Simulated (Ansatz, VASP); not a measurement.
CdS: VASP beside Ansatz

Contents of INCAR:

```
ALGO = Normal ; EDIFF = 1E-6
ENCUT = 520 ; GGA = VW
GGA_COMPAT = F ; ISIF = 2
ISMEAR = 1 ; LASPH = T
LCHARG = F ; LORBIT = 11
LORBMOM = T ; LREAL = F
LSORBIT = T ; LWAVE = F
MAGMOM = 0 0 0 0 0 0 ; NBANDS = 30
NELM = 150 ; PREC = Accurate
SIGMA = 0.05
```

File KPOINTS:

```
k-points
0
Gamma
  8 8 8
```

The input POSCAR:

```
CdS
1.0
    0.0000000000      2.7532440000      2.7532440000
    2.7532440000      0.0000000000      2.7532440000
    2.7532440000      2.7532440000      0.0000000000
Cd S
1 1
Direct
    0.0000000000      0.0000000000      0.0000000000
    0.5000000000      0.5000000000      0.5000000000
```

input.yaml

```yaml
crystal:
  lattice:
    - [0.0, 2.753244, 2.753244]
    - [2.753244, 0.0, 2.753244]
    - [2.753244, 2.753244, 0.0]
  atoms:
    - { symbol: Cd, position: [0.0, 0.0, 0.0] }
    - { symbol: S, position: [0.5, 0.5, 0.5] }
hamiltonian:
  xc: { exchange: slater, correlation: vwn5 }
  pseudopotentials: { kind: paw_fr }
magnetization:
  noncollinear: true
  spin_orbit: true
kpoints:
  mp_grid: { grid: [8, 8, 8] }
scf:
  occupations: { method: cold, width: 0.05 }
  n_extra_bands: 6
output:
  forces: true
  stress: true
  eigenvalues: true
  dos: { projected: true, de: 0.05, nscf_kmesh: { grid: [12, 12, 12] } }
```

Alike in both runs: functional SVWN5; k mesh 8 × 8 × 8; non-collinear spin, spin-orbit coupling.

```csv
,VASP,Ansatz
version,VASP 6.6.1,Ansatz 0.2.0
potentials or method,"VASP PAW PBE potentials, release 64 (Cd, S)",Ansatz PAW
plane-wave cutoff (eV),520,420
occupations,"methfessel-paxton of order 1, width 0.05 eV","cold, width 0.05 eV"
valence electrons in the cell,18,26
task,single point,projected density of states
```

Ansatz gave:

* pressure (GPa): -7.0
* net moment per atom (μB): 0.00

Question: Which values does VASP return?

Answer: Pressure (GPa): -6.4; net moment per atom (μB): 0.00.

VASP's potentials were made for PBE, not for SVWN5. VASP's potentials hold 18 valence electrons a cell and Ansatz's 26, so a difference there can come from the potentials and not from the codes.
